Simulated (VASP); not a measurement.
Write the native input for VASP 6.6.1 that does the following.

```
Task                   : single point
Functional             : PBE
Potentials or basis    : VASP PAW PBE potentials, release 64 (Al)
Cutoff                 : 520 eV
k mesh                 : 22 × 22 × 22
Occupations            : gaussian, width 0.15 eV
Spin                   : no spin polarisation
Dipole correction      : no
Further INCAR settings : ALGO = Normal; EDIFF = 1e-07; NBANDS = 8
```

The structure of Al lies in POSCAR:

```
Al
1.0
   -1.7013953663      1.7013953663      1.5788948999
    1.7013953663     -1.7013953663      1.5788948999
    1.7013953663      1.7013953663     -1.5788948999
Al
1
Direct
    0.0000000000      0.0000000000      0.0000000000
```

This cell differs from its parent crystal: volume 18.282 Å^3 an atom, c/a of the conventional cell 0.9280.

One way to write it, as run:

INCAR

```
SYSTEM = Al
ALGO = Normal
EDIFF = 1E-7
ENCUT = 520
GGA = PE
ISIF = 2
ISMEAR = 0
LASPH = .True.
LCHARG = .False.
LREAL = .False.
LWAVE = .False.
NBANDS = 8
NELM = 80
PREC = Accurate
SIGMA = 0.15
```

KPOINTS

```
k-points
0
Gamma
  22 22 22
  0 0 0
```

Potentials or basis: VASP PAW PBE potentials, release 64 (Al).

The run is started by

```console
$ cat potpaw_PBE.64/Al/POTCAR > POTCAR
$ mpirun -np 1 vasp_std > vasp.out
```

It gave:

The pressure is -4.6 GPa.

It took 2.1 min on 1 thread of AMD EPYC 7R43 64-Core Processor (Zen 3), with other jobs on the host, peak memory 0.18 GiB.
